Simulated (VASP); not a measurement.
# Cl (Cmce) in VASP: notebook

The runs below take Cl through single point, with PBE.

Program: VASP 6.6.1. These are calculated values, not measurements. Logs are shortened: lines on timing, memory, paths and dates and some standing lists are left out, and cuts for length are marked.

### 1 The cell of the first run

Symmetry: Cmce, No. 64, orthorhombic system. The conventional cell has a = 7.820 Å, b = 4.302 Å, c = 8.324 Å, α = 90.00°, β = 90.00°, γ = 90.00°. Within 2.7 Å of Cl (site symmetry m) lie 1 Cl at 2.03 Å.

### 2 Single point, PBE

INCAR

```
SYSTEM = Cl
PREC     = Accurate       ! precision mode
ENCUT    = 520            ! plane-wave cutoff, eV
EDIFF    = 1E-7           ! SCF threshold, eV
ISMEAR   = -1             ! smearing method
SIGMA    = 0.05           ! smearing width, eV
LREAL    = .FALSE.        ! projectors in reciprocal space
LASPH    = .TRUE.         ! aspherical terms in the spheres
NELM     = 100            ! most SCF steps
ALGO     = Normal         ! electronic algorithm
ISIF     = 2              ! what is computed and relaxed
LWAVE    = .FALSE.        ! write WAVECAR
LCHARG   = .TRUE.         ! write CHGCAR
GGA      = PE             ! functional
LELF     = .TRUE.         ! ELF
LVHAR    = .TRUE.       
NBANDS   = 22             ! bands
```

KPOINTS

```
regular mesh
0
G
  7 7 4
  0 0 0
```

POSCAR

```
Cl
1.0
    3.9098721900     -2.1510501075      0.0000000000
    3.9098721900      2.1510501075      0.0000000000
    0.0000000000      0.0000000000      8.3236660805
Cl
4
Direct
    0.3861614981      0.6138385019      0.3935207611
    0.1138385019      0.8861614981      0.8935207611
    0.6138385019      0.3861614981      0.6064792389
    0.8861614981      0.1138385019      0.1064792389
```

Potentials or basis: VASP PAW PBE potentials, release 64 (Cl).

Launch:

```bash
cat potpaw_PBE.64/Cl/POTCAR > POTCAR
mpirun -np 1 vasp_std > vasp.out
```

OUTCAR:

```text
SYSTEM = Cl
   PREC = Accurate
   ENCUT = 520
   EDIFF = 1E-7
   ISMEAR = -1
   LREAL = .FALSE.
   LASPH = .TRUE.
   NELM = 100
   ISIF = 2
   GGA = PE

 ion  position               nearest neighbor table
   1  0.386  0.614  0.394-   3 2.03
   2  0.114  0.886  0.894-   4 2.03
   3  0.614  0.386  0.606-   1 2.03
   4  0.886  0.114  0.106-   2 2.03

  LATTYP: Found a base centered orthorhombic cell.
 ALAT       =     4.3021002150
 B/A-ratio  =     1.8176574206
 C/A-ratio  =     1.9347913030

  Lattice vectors:

 A1 = (  -3.9098721900,  -2.1510501075,   0.0000000000)
 A2 = (   3.9098721900,  -2.1510501075,   0.0000000000)
 A3 = (   0.0000000000,   0.0000000000,   8.3236660805)

Analysis of symmetry for initial positions (statically):
=====================================================================
 Subroutine PRICEL returns:
 Original cell was already a primitive cell.

 Routine SETGRP: Setting up the symmetry group for a
 base centered orthorhombic supercell.

 Subroutine GETGRP returns: Found  8 space group operations
 (whereof  4 operations were pure point group operations)
 out of a pool of  8 trial point group operations.

The static configuration has the point symmetry C_2h.
 The point group associated with its full space group is D_2h.

Analysis of symmetry for dynamics (positions and initial velocities):
=====================================================================
 Subroutine PRICEL returns:
 Original cell was already a primitive cell.

 Routine SETGRP: Setting up the symmetry group for a
 base centered orthorhombic supercell.

 Subroutine GETGRP returns: Found  8 space group operations
 (whereof  4 operations were pure point group operations)
 out of a pool of  8 trial point group operations.

The dynamic configuration has the point symmetry C_2h.
 The point group associated with its full space group is D_2h.

 Subroutine INISYM returns: Found  8 space group operations
 (whereof  4 operations are pure point group operations),
 and found     1 'primitive' translations

----------------------------------------------------------------------------------------

                                     Primitive cell

  volume of cell :     140.0096

  direct lattice vectors                    reciprocal lattice vectors
     3.909872190 -2.151050108  0.000000000     0.127881418 -0.232444608  0.000000000
     3.909872190  2.151050108  0.000000000     0.127881418  0.232444608  0.000000000
     0.000000000  0.000000000  8.323666081     0.000000000  0.000000000  0.120139370

  length of vectors
     4.462523625  4.462523625  8.323666081     0.265300119  0.265300119  0.120139370

  position of ions in fractional coordinates (direct lattice)
     0.386161498  0.613838502  0.393520761
     0.113838502  0.886161498  0.893520761
     0.613838502  0.386161498  0.606479239
     0.886161498  0.113838502  0.106479239

  ion indices of the primitive-cell ions
   primitive index   ion index
                 1           1
                 2           2
                 3           3
                 4           4

----------------------------------------------------------------------------------------

 KPOINTS: regular mesh

Automatic generation of k-mesh.
 Grid dimensions read from file:
 generate k-points for:    7    7    4

 Generating k-lattice:

  Cartesian coordinates                     Fractional coordinates (reciprocal lattice)
     0.018268774 -0.033206373  0.000000000     0.142857143  0.000000000  0.000000000
     0.018268774  0.033206373  0.000000000     0.000000000  0.142857143  0.000000000
     0.000000000  0.000000000  0.030034843     0.000000000  0.000000000  0.250000000

  Length of vectors
     0.037900017  0.037900017  0.030034843

  Shift w.r.t. Gamma in fractional coordinates (k-lattice)
     0.000000000  0.000000000  0.000000000

 Subroutine IBZKPT returns following result:
 ===========================================

 Found     48 irreducible k-points:

 Following reciprocal coordinates:
            Coordinates               Weight
  0.000000  0.000000  0.000000      1.000000
  0.142857 -0.000000  0.000000      4.000000
  0.285714  0.000000  0.000000      4.000000
  0.428571 -0.000000  0.000000      4.000000
  0.142857  0.142857  0.000000      2.000000
  0.285714  0.142857  0.000000      4.000000
[... 16 lines left out ...]
  0.428571  0.142857  0.250000      8.000000
 -0.428571  0.142857  0.250000      8.000000
 [... further k-points ...]
   k-points           NKPTS =     48   k-points in BZ     NKDIM =     48   number of bands    NBANDS=     22
   number of dos      NEDOS =    301   number of ions     NIONS =      4
   total plane-waves  NPLWV =  82944
   dimension x,y,z NGX =    36 NGY =   36 NGZ =   64
   dimension x,y,z NGXF=    72 NGYF=   72 NGZF=  128
   ions per type =               4
   NGX,Y,Z   is equivalent  to a cutoff of  13.41, 13.41, 12.78 a.u.
   NGXF,Y,Z  is equivalent  to a cutoff of  26.82, 26.82, 25.57 a.u.
 SYSTEM =  Cl
   PREC   = accura    normal or accurate (medium, high low for compatibility)
   ISTART =      0    job   : 0-new  1-cont  2-samecut
   ICHARG =      2    charge: 1-file 2-atom 10-const
   ISPIN  =      1    spin polarized calculation?
   LNONCOLLINEAR =      F non collinear calculations
   LSORBIT =      F    spin-orbit coupling
   LASPH  =      T    aspherical Exc in radial PAW
   ENCUT  =  520.0 eV  38.22 Ry    6.18 a.u.   8.30  8.30 15.48*2*pi/ulx,y,z
   NELM   =    100;   NELMIN=  2; NELMDL= -5     # of ELM steps
   EDIFF  = 0.1E-06   stopping-criterion for ELM
   LREAL  =      F    real-space projection
   EDIFFG = 0.1E-05   stopping-criterion for IOM
   NSW    =      0    number of steps for IOM
   IBRION =     -1    ionic relax: 0-MD 1-quasi-New 2-CG
   NFREE  =      0    steps in history (QN), initial steepest desc. (CG)
   ISIF   =      2    stress and relaxation
   ISYM   =      2    0-nonsym 1-usesym 2-fastsym
   POTIM  = 0.5000    time-step for ionic-motion
   TEBEG  =    0.0;   TEEND  =   0.0 temperature during run
   PSTRESS=    0.0 pullay stress
   NELECT =      28.0000    total number of electrons
   NUPDOWN=      -1.0000    fix difference up-down
   EMIN   =  10.00;   EMAX   =-10.00  energy-range for DOS
   EFERMI =   0.00;   METHOD = LEGACY
   ISMEAR =    -1;   SIGMA  =   0.05  broadening in eV -4-tet -1-fermi 0-gaus
   EFERMI_NEDOS =   21; number of points for ismear=-14 and -15
   IALGO  =     38    algorithm
   IMIX   =      4    mixing-type and parameters
     AMIX     =   0.40;   BMIX     =  1.00
     AMIX_MAG =   1.60;   BMIX_MAG =  1.00
  volume/ion in A,a.u.               =      35.00       236.21
  Fermi-wavevector in a.u.,A,eV,Ry     =   0.957359  1.809147 12.470239  0.916537
  Thomas-Fermi vector in A             =   2.086370
   LORBIT       =      0    0 simple, 1 ext, 2 COOP (PROOUT), +10 PAW based schemes
   GGA     = PE    functional components
   LHFCALC =     F    Hartree Fock is set to
   AEXX    =    0.0000 exact exchange contribution
   IVDW    =     0    specifies the selected vdW correction
   LEPSILON=     F    determine dielectric tensor
   LRPA    =     F    only Hartree local field effects (RPA)
 non-spin polarized calculation
  energy-cutoff  :      520.00
  volume of cell :      140.01
 maximum number of plane-waves:      3789
 NGX is ok and might be reduce to    36
   NGX = 17   NGY = 17   NGZ = 31

 number of electron      27.9999998 magnetization

 Free energy of the ion-electron system (eV)
  ---------------------------------------------------
  ext. energy  EPLUGINS =         0.00000000
  ---------------------------------------------------
  free energy    TOTEN  =        -7.39597764 eV

  energy without entropy =       -7.39597764  energy(sigma->0) =       -7.39597764

 E-fermi :  -0.6592     XC(G=0):  -6.8743

 val. band max:       -1.7535074476   @ k =   0.0000   0.0000   0.0000
 cond. band min:       0.6000939868   @ k =   0.0000   0.0000   0.0000
 fundamental gap:      2.3536014344
 Fermi energy:        -0.6591631759

 k-point     1 :       0.0000    0.0000    0.0000
  band No.  band energies     occupation
      1     -18.2242      2.00000
      2     -17.9951      2.00000
      3     -14.4347      2.00000
      4     -13.8037      2.00000
      5      -7.1143      2.00000
      6      -6.1284      2.00000
[... 14 lines left out ...]
     21       8.7744      0.00000
     22       9.0679      0.00000

 k-point     2 :       0.1429   -0.0000    0.0000
  band No.  band energies     occupation
      1     -18.2002      2.00000
      2     -17.9928      2.00000
      3     -14.4073      2.00000
      4     -13.8411      2.00000
      5      -7.1000      2.00000
      6      -6.2042      2.00000
[... 14 lines left out ...]
     21       8.4069      0.00000
     22       8.7629      0.00000

 k-point     3 :       0.2857    0.0000    0.0000
  band No.  band energies     occupation
      1     -18.1391      2.00000
      2     -17.9939      2.00000
      3     -14.3298      2.00000
      4     -13.9417      2.00000
      5      -7.0461      2.00000
      6      -6.4200      2.00000
[... 14 lines left out ...]
     21       8.4554      0.00000
     22       8.8579      0.00000
[... 476 lines left out ...]
 k-point    23 :       0.4286    0.1429    0.2500
  band No.  band energies     occupation
      1     -18.1064      2.00000
      2     -18.0083      2.00000
      3     -14.2604      2.00000
      4     -13.9996      2.00000
      5      -6.9249      2.00000
      6      -6.5045      2.00000
[... 14 lines left out ...]
     21       8.3658      0.00000
     22       8.7092      0.00000

 k-point    24 :      -0.4286    0.1429    0.2500
  band No.  band energies     occupation
      1     -18.0545      2.00000
      2     -18.0222      2.00000
      3     -14.1855      2.00000
      4     -14.1019      2.00000
      5      -6.8273      2.00000
      6      -6.6978      2.00000
[... 14 lines left out ...]
     21       8.5785      0.00000
     22       8.8412      0.00000

 [... further k-points ...]

------------------------ aborting loop because EDIFF is reached ----------------------------------------

  FORCE on cell =-STRESS in cart. coord.  units (eV):
  Direction    XX          YY          ZZ          XY          YZ          ZX
  --------------------------------------------------------------------------------------
  -------------------------------------------------------------------------------------
  Total       -0.0187449     -0.1636944     -0.5056647      0.0000000      0.0000000      0.0000000
  in kB       -0.2145037     -1.8732113     -5.7864934      0.0000000      0.0000000      0.0000000
  external PRESSURE =      -2.6247361 kB  Pullay stress =       0.0000000 kB

 VOLUME and BASIS-vectors are now :
 -----------------------------------------------------------------------------
  energy-cutoff  :      520.00
  volume of cell :      140.01
      direct lattice vectors                 reciprocal lattice vectors
     3.909872190 -2.151050108  0.000000000     0.127881418 -0.232444608  0.000000000
     3.909872190  2.151050108  0.000000000     0.127881418  0.232444608  0.000000000
     0.000000000  0.000000000  8.323666081     0.000000000  0.000000000  0.120139370

 POSITION                                       TOTAL-FORCE (eV/Angst)
 -----------------------------------------------------------------------------------
      3.90987      0.48974      3.27554         0.000000     -0.078735      0.147728
      3.90987      1.66131      7.43737         0.000000      0.078735      0.147728
      3.90987     -0.48974      5.04813         0.000000      0.078735     -0.147728
      3.90987     -1.66131      0.88630         0.000000     -0.078735     -0.147728
 -----------------------------------------------------------------------------------
    total drift:                               -0.000000     -0.000000     -0.000000

  FREE ENERGIE OF THE ION-ELECTRON SYSTEM (eV)
  ---------------------------------------------------
  free  energy   TOTEN  =        -7.3959776376 eV

  energy  without entropy=       -7.3959776375  energy(sigma->0) =       -7.39597764
```

Run time: 2 min. Hardware: 1 thread of Intel Xeon Platinum 8259CL at 2.50GHz (Skylake/Cascade Lake), shared host; peak memory 0.31 GiB.

What came out:

```
Free energy            : -7.3960 eV
Pressure               : -0.3 GPa
Largest force          : 0.167 eV/Å
Band gap on the k mesh : 2.35 eV, direct
```

Forces in eV/Å, atoms in the order of the input:
```
Cl   0.000 -0.079  0.148
Cl   0.000  0.079  0.148
Cl   0.000  0.079 -0.148
Cl   0.000 -0.079 -0.148
```

Stress tensor (GPa, compression positive):
```
-0.02  0.00  0.00
 0.00 -0.19  0.00
 0.00  0.00 -0.58
```

Levels at points of the mesh, in eV from the valence-band top:
| k point | band 11 | band 12 | band 13 | band 14 | band 15 | band 16 | band 17 | band 18 |
| --- | --- | --- | --- | --- | --- | --- | --- | --- |
| (0.00, 0.00, 0.00) | -0.80 | -0.34 | -0.21 | 0.00 | 2.35 | 3.09 | 6.21 | 7.06 |
| (0.00, 0.00, 0.50) | -0.60 | -0.60 | -0.16 | -0.16 | 2.66 | 2.66 | 6.76 | 6.76 |

### 3 Single point, PBE

This run uses another cell than the first one, of 35.43 Å³/atom, 1.012 times its volume.

INCAR

```
  PREC = Accurate
  ENCUT = 520
  EDIFF = 1E-7
  ISMEAR = -1
  SIGMA = 0.05
  LREAL = F
  LASPH = T
  NELM = 60
  ALGO = Normal
  ISIF = 2
  LWAVE = F
  LCHARG = T
  GGA = PE
  LELF = T
  LVHAR = T
  NBANDS = 22
```

KPOINTS

```
regular mesh
0
Gamma
  7 7 4
```

POSCAR

```
Cl
1.0
    3.9559841955     -2.1475021488      0.0000000000
    3.9559841955      2.1475021488      0.0000000000
    0.0000000000      0.0000000000      8.3408684675
Cl
4
Direct
    0.3866037907      0.6133962093      0.3935322740
    0.1133962093      0.8866037907      0.8935322740
    0.6133962093      0.3866037907      0.6064677260
    0.8866037907      0.1133962093      0.1064677260
```

Potentials or basis: VASP PAW PBE potentials, release 64 (Cl).

Launch:

```bash
cat potpaw_PBE.64/Cl/POTCAR > POTCAR
mpirun -np 1 vasp_std > vasp.out
```

It took 2 min on 1 thread of Intel Xeon Platinum 8259CL at 2.50GHz (Skylake/Cascade Lake), shared host; peak memory 0.31 GiB.

The run converged. Its results:

| Property | Result |
| --- | --- |
| Free energy | -7.3961 eV |
| Pressure | -0.3 GPa |
| Largest force | 0.174 eV/Å |
| Band gap on the k mesh | 2.34 eV, direct |

Forces in eV/Å, atoms in the order of the input:
```
Cl   0.000 -0.082  0.154
Cl   0.000  0.082  0.154
Cl   0.000  0.082 -0.154
Cl   0.000 -0.082 -0.154
```

Stress tensor (GPa, compression positive):
```
-0.04  0.00  0.00
 0.00 -0.20  0.00
 0.00  0.00 -0.62
```

Levels at points of the mesh, in eV from the valence-band top:
```csv
k point,band 10,band 11,band 12,band 13,band 14,band 15,band 16,band 17,band 18,band 19
"(0.00, 0.00, 0.00)",-2.49,-0.80,-0.35,-0.20,0.00,2.34,3.09,6.18,7.05,8.93
"(0.00, 0.00, 0.50)",-2.51,-0.59,-0.59,-0.17,-0.17,2.66,2.66,6.73,6.73,9.37
```

A k mesh can miss the band edges. PBE gaps usually lie below the measured ones, often by a third to a half.

### 4 Single point, PBE

This run uses another cell than the first one, of 35.51 Å³/atom, 1.014 times its volume.

INCAR

```
SYSTEM = Cl
  PREC = Accurate
  ENCUT = 520
  EDIFF = 1E-6
  ISMEAR = -1
  SIGMA = 0.05
  LREAL = .FALSE.
  LASPH = .TRUE.
  NELM = 80
  ALGO = Normal
  ISIF = 2
  LWAVE = .FALSE.
  LCHARG = .FALSE.
  GGA = PE
  NBANDS = 22
```

KPOINTS

```
Automatic mesh
0
G
  7 7 4
  0 0 0
```

POSCAR

```
Cl
1.0
    3.9717367624     -2.1462437358      0.0000000000
    3.9717367624      2.1462437358      0.0000000000
    0.0000000000      0.0000000000      8.3312514699
Cl
4
Direct
    0.3861611568      0.6138388432      0.3934163897
    0.1138388432      0.8861611568      0.8934163897
    0.6138388432      0.3861611568      0.6065836103
    0.8861611568      0.1138388432      0.1065836103
```

Launch:

```bash
cat potpaw_PBE.64/Cl/POTCAR > POTCAR
mpirun -np 1 vasp_std > vasp.out
```

It took 97 s on 1 thread of Intel Xeon Platinum 8259CL at 2.50GHz (Skylake/Cascade Lake), shared host; peak memory 0.31 GiB.

The run converged. Its results:

```yaml
Free_energy: -7.3955 eV
Pressure: -0.3 GPa
Largest_force: 0.192 eV/Å
Band_gap_on_the_k_mesh: 2.34 eV, direct
```

Forces in eV/Å, atoms in the order of the input:
```
Cl   0.000 -0.091  0.169
Cl   0.000  0.091  0.169
Cl   0.000  0.091 -0.169
Cl   0.000 -0.091 -0.169
```

Stress tensor (GPa, compression positive):
```
-0.05  0.00  0.00
 0.00 -0.22  0.00
 0.00  0.00 -0.67
```

Levels at points of the mesh, in eV from the valence-band top:
| k point | band 10 | band 11 | band 12 | band 13 | band 14 | band 15 | band 16 | band 17 | band 18 | band 19 |
| --- | --- | --- | --- | --- | --- | --- | --- | --- | --- | --- |
| (0.00, 0.00, 0.00) | -2.49 | -0.80 | -0.36 | -0.21 | 0.00 | 2.34 | 3.08 | 6.18 | 7.05 | 8.92 |
| (0.00, 0.00, 0.50) | -2.50 | -0.60 | -0.60 | -0.17 | -0.17 | 2.65 | 2.65 | 6.73 | 6.73 | 9.37 |

### 5 Single point, PBE

This run uses another cell than the first one, of 35.54 Å³/atom, 1.015 times its volume.

INCAR

```
PREC = Accurate
ENCUT = 520
EDIFF = 1E-7
ISMEAR = -1
SIGMA = 0.05
LREAL = False
LASPH = True
NELM = 100
ALGO = Normal
ISIF = 2
LWAVE = False
LCHARG = False
GGA = PE
NBANDS = 22
```

KPOINTS

```
Automatic mesh
0
Gamma
  7 7 4
```

POSCAR

```
Cl
1.0
    3.9676219417     -2.1444959156      0.0000000000
    3.9676219417      2.1444959156      0.0000000000
    0.0000000000      0.0000000000      8.3539602139
Cl
4
Direct
    0.3872414815      0.6127585185      0.3934352776
    0.1127585185      0.8872414815      0.8934352776
    0.6127585185      0.3872414815      0.6065647224
    0.8872414815      0.1127585185      0.1065647224
```

Launch:

```bash
cat potpaw_PBE.64/Cl/POTCAR > POTCAR
mpirun -np 1 vasp_std > vasp.out
```

Run time: 1.9 min. Hardware: 1 thread of Intel Xeon Platinum 8259CL at 2.50GHz (Skylake/Cascade Lake), shared host; peak memory 0.31 GiB.

Results (log left out):

```yaml
Free_energy: -7.3959 eV
Pressure: -0.3 GPa
Largest_force: 0.183 eV/Å
Band_gap_on_the_k_mesh: 2.33 eV, direct
```

Forces in eV/Å, atoms in the order of the input:
```
Cl   0.000 -0.084  0.163
Cl   0.000  0.084  0.163
Cl   0.000  0.084 -0.163
Cl   0.000 -0.084 -0.163
```

Stress tensor (GPa, compression positive):
```
-0.04  0.00  0.00
 0.00 -0.21  0.00
 0.00  0.00 -0.66
```

Levels at points of the mesh, in eV from the valence-band top:
```
           k point  band 12  band 13  band 14  band 15  band 16  band 17
(0.00, 0.00, 0.00)    -0.36    -0.20     0.00     2.33     3.09     6.18
(0.00, 0.00, 0.50)    -0.59    -0.17    -0.17     2.66     2.66     6.72
```

### 6 The runs side by side

```csv
cell,gap on the mesh (eV),pressure (GPa),largest force (eV/Å)
"a = 4.463, b = 4.463, c = 8.324 Å, angles 90.0, 90.0, 57.6°, 4 atoms",2.35,-0.3,0.17
"a = 4.501, b = 4.501, c = 8.341 Å, angles 90.0, 90.0, 57.0°, 4 atoms",2.34,-0.3,0.17
"a = 4.515, b = 4.515, c = 8.331 Å, angles 90.0, 90.0, 56.8°, 4 atoms",2.34,-0.3,0.19
"a = 4.510, b = 4.510, c = 8.354 Å, angles 90.0, 90.0, 56.8°, 4 atoms",2.33,-0.3,0.18
```

Alike in all rows: task single point; level PBE; potentials or basis VASP PAW PBE potentials, release 64 (Cl); no spin polarisation; k mesh 7 × 7 × 4; cutoff (eV) 520; smearing fermi-dirac 0.05 eV.

Total energies depend on the potentials used, so only differences within one code and one set of settings carry meaning.
